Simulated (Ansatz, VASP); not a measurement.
## Two plane-wave programs on PtS2

```
Pt S
1.0
     3.56401    0.00000    0.00000
    -1.78201    3.08652    0.00000
     0.00000    0.00000    5.13910
Pt S
1 2
Direct
  0.00000 0.00000 0.00000
  0.33333 0.66667 0.23752
  0.66667 0.33333 0.76248
```

Change from the starting cell: hydrostatic strain +0.3%.

Alike in both runs: task single point; functional HSE06; k mesh 6 × 6 × 4; no spin polarisation.

```csv
,VASP,Ansatz
version,VASP 6.6.1,Ansatz 0.2.0
potentials or method,"VASP PAW PBE potentials, release 64 (Pt, S)","plane waves, PAW"
plane-wave cutoff (eV),520,420
occupations,"gaussian, width 0.01 eV",fixed
valence electrons in the cell,22,30
```

```tsv
	VASP	Ansatz	Ansatz less VASP
gap on the k mesh at the Fermi level (eV)	1.42	1.44	+0.019
pressure (GPa)	-2.1	-1.6	+0.42
traceless stress, the component that is largest in VASP (GPa)	1.42	1.32	-0.100
rms of the force components (eV/Å)	0.192	0.178	-0.0146
```

Atom by atom the forces differ by 0.015 eV/Å (rms over components). VASP's potentials hold 22 valence electrons a cell and Ansatz's 30, so a difference there can come from the potentials and not from the codes. Ansatz's warnings: stress exchange threshold loose, stress scf threshold loose.

Neither program's run includes spin-orbit coupling.
